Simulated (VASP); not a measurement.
# Ga3Sb (I4/mmm) in VASP: a series of runs, part 2 of 2

VASP 6.6.1.

### 5 Single point, PBEsol+D3(BJ) (19.61 Å³/atom)

This run uses another cell than the first one, of 19.61 Å³/atom.

INCAR reads:

```
PREC     = Accurate       # precision mode
ENCUT    = 520            # plane-wave cutoff, eV
EDIFF    = 1E-6           # SCF threshold, eV
ISMEAR   = 0              # smearing method
SIGMA    = 0.15           # smearing width, eV
LREAL    = F              # projectors in reciprocal space
LASPH    = T              # aspherical terms in the spheres
NELM     = 80             # most SCF steps
ALGO     = Fast           # electronic algorithm
ISIF     = 2              # what is computed and relaxed
LWAVE    = F              # write WAVECAR
LCHARG   = F              # write CHGCAR
GGA      = PS             # functional
IVDW     = 12             # dispersion correction
NBANDS   = 30             # bands
```

KPOINTS reads:

```
regular mesh
0
Gamma
  14 14 14
```

POSCAR reads:

```
Ga3Sb
1.0
   -2.0305169068      2.0305169068      4.7560797508
    2.0305169068     -2.0305169068      4.7560797508
    2.0305169068      2.0305169068     -4.7560797508
Ga Sb
3 1
Direct
    0.7500000000      0.2500000000      0.5000000000
    0.2500000000      0.7500000000      0.5000000000
    0.5000000000      0.5000000000      0.0000000000
    0.0000000000      0.0000000000      0.0000000000
```

Potentials or basis: VASP PAW PBE potentials, release 64 (Ga_d, Sb).

Run with:

```console
cat potpaw_PBE.64/Ga_d/POTCAR potpaw_PBE.64/Sb/POTCAR > POTCAR
mpirun -np 1 vasp_std > vasp.out
```

OUTCAR:

```text
PREC = Accurate
   ENCUT = 520
   EDIFF = 1E-6
   ISMEAR = 0
   LREAL = F
   LASPH = T
   NELM = 80
   ISIF = 2
   GGA = PS
   IVDW = 12
 IVDW          = 12

 ion  position               nearest neighbor table
   1  0.750  0.250  0.500-   2 2.87   2 2.87   2 2.87   2 2.87   4 3.13   4 3.13   4 3.13   4 3.13

   2  0.250  0.750  0.500-   1 2.87   1 2.87   1 2.87   1 2.87   4 3.13   4 3.13   4 3.13   4 3.13

   3  0.500  0.500  0.000-   4 2.87   4 2.87   4 2.87   4 2.87
[... 998 lines left out ...]
 E8    (eV) :    -1.0355

  FORCE on cell =-STRESS in cart. coord.  units (eV):
  Direction    XX          YY          ZZ          XY          YZ          ZX
  --------------------------------------------------------------------------------------
  -------------------------------------------------------------------------------------
  Total       0.11855     0.11855    -0.02487     0.00000     0.00000    -0.00000
  in kB       2.42163     2.42163    -0.50805     0.00000     0.00000    -0.00000
  external pressure =        1.45 kB  Pullay stress =        0.00 kB

 VOLUME and BASIS-vectors are now :
 -----------------------------------------------------------------------------
  energy-cutoff  :      520.00
  volume of cell :       78.44
      direct lattice vectors                 reciprocal lattice vectors
    -2.030516907  2.030516907  4.756079751     0.000000000  0.246242717  0.105128599
     2.030516907 -2.030516907  4.756079751     0.246242717  0.000000000  0.105128599
     2.030516907  2.030516907 -4.756079751     0.246242717  0.246242717  0.000000000

 POSITION                                       TOTAL-FORCE (eV/Angst)
 -----------------------------------------------------------------------------------
      0.00000      2.03052      2.37804        -0.000000      0.000000      0.000000
      2.03052      0.00000      2.37804         0.000000      0.000000     -0.000000
      0.00000      0.00000      4.75608         0.000000     -0.000000     -0.000000
      0.00000      0.00000      0.00000         0.000000     -0.000000     -0.000000
 -----------------------------------------------------------------------------------
    total drift:                               -0.000000      0.000000      0.000000

  FREE ENERGIE OF THE ION-ELECTRON SYSTEM (eV)
  ---------------------------------------------------
  free  energy   TOTEN  =       -15.7605770568 eV

  energy  without entropy=      -15.7408592455  energy(sigma->0) =      -15.75071815
```

OSZICAR:

```text
N       E                     dE             d eps       ncg     rms          rms(c)
DAV:   1     0.298712869513E+03    0.29871E+03   -0.20638E+04 15080   0.244E+03
DAV:   2     0.220353308572E+02   -0.27668E+03   -0.26864E+03 15044   0.507E+02
DAV:   3    -0.132212596943E+02   -0.35257E+02   -0.34501E+02 16716   0.138E+02
DAV:   4    -0.143490314122E+02   -0.11278E+01   -0.11207E+01 17422   0.264E+01
DAV:   5    -0.143780712486E+02   -0.29040E-01   -0.29027E-01 19100   0.422E+00    0.300E+00
RMM:   6    -0.142858890424E+02    0.92182E-01   -0.17607E-01 19036   0.420E+00    0.166E+00
RMM:   7    -0.142642189457E+02    0.21670E-01   -0.65247E-02 19975   0.194E+00    0.281E-01
RMM:   8    -0.142625175161E+02    0.17014E-02   -0.58709E-03 20799   0.724E-01    0.587E-02
RMM:   9    -0.142625269779E+02   -0.94618E-05   -0.11622E-03 23042   0.304E-01    0.547E-02
RMM:  10    -0.142625363314E+02   -0.93535E-05   -0.24642E-04 24944   0.123E-01    0.157E-02
RMM:  11    -0.142625344129E+02    0.19184E-05   -0.43553E-05 21547   0.615E-02    0.189E-03
RMM:  12    -0.142625356001E+02   -0.11871E-05   -0.13576E-05 18723   0.262E-02    0.228E-03
RMM:  13    -0.142625356547E+02   -0.54650E-07   -0.20277E-06 12237   0.121E-02
   1 F= -.15760577E+02 E0= -.15750718E+02  d E =-.197178E-01
```

Wall time 21 min (1 thread of Oxide Virtual Turin-like, shared host); peak memory 0.59 GiB.

Results:

* Free energy: -15.7606 eV
* Pressure: 0.1 GPa
* Band gap on the k mesh: zero (bands 22 and 23 overlap by 4.78 eV)
* Dispersion energy per atom: -0.375 eV

Levels at points of the mesh, in eV from the Fermi level:
```tsv
k point	band 19	band 20	band 21	band 22	band 23	band 24	band 25	band 26
(0.00, 0.00, 0.00)	-2.54	-1.98	-1.98	-1.17	-0.35	-0.35	1.22	1.32
(0.50, 0.00, 0.00)	-5.65	-0.73	-0.16	0.06	0.65	1.58	2.30	3.45
(0.50, 0.50, 0.00)	-5.42	-5.20	-4.58	-1.05	-0.51	0.00	0.75	6.33
(0.50, 0.50, 0.50)	-3.12	-3.12	-1.77	2.09	2.46	2.46	3.50	4.10
```

Caveat: the PAW data sets were made with another functional, which shifts forces and pressure a little; spin-orbit coupling is left out, which moves the levels of the heavy elements.

### 6 Summary

```tsv
cell	further INCAR settings	gap on the mesh (eV)	pressure (GPa)
a = 5.700 Å, angles 137.1, 137.1, 62.2°, 4 atoms	ALGO = Fast; EDIFF = 1e-06; NBANDS = 30	none	-4.1
a = 5.337 Å, angles 131.0, 131.0, 71.8°, 4 atoms	ALGO = Fast; EDIFF = 1e-06; NBANDS = 30	none	-3.8
a = 5.202 Å, angles 131.0, 131.0, 71.8°, 4 atoms	ALGO = Fast; EDIFF = 1e-07; NBANDS = 30	none	0.2
a = 5.556 Å, angles 137.1, 137.1, 62.2°, 4 atoms	ALGO = Fast; EDIFF = 1e-06; NBANDS = 30	none	0.1
```

Alike in all rows: task single point; level PBEsol+D3(BJ); potentials or basis VASP PAW PBE potentials, release 64 (Ga_d, Sb); no spin polarisation; k mesh 14 × 14 × 14; cutoff (eV) 520; smearing gaussian 0.15 eV.

Caveats: the PAW data sets were made with another functional, which shifts forces and pressure a little; spin-orbit coupling is left out, which moves the levels of the heavy elements; the cell stands under tension (at least some runs).

Total energies depend on the potentials used, so only differences within one code and one set of settings carry meaning.
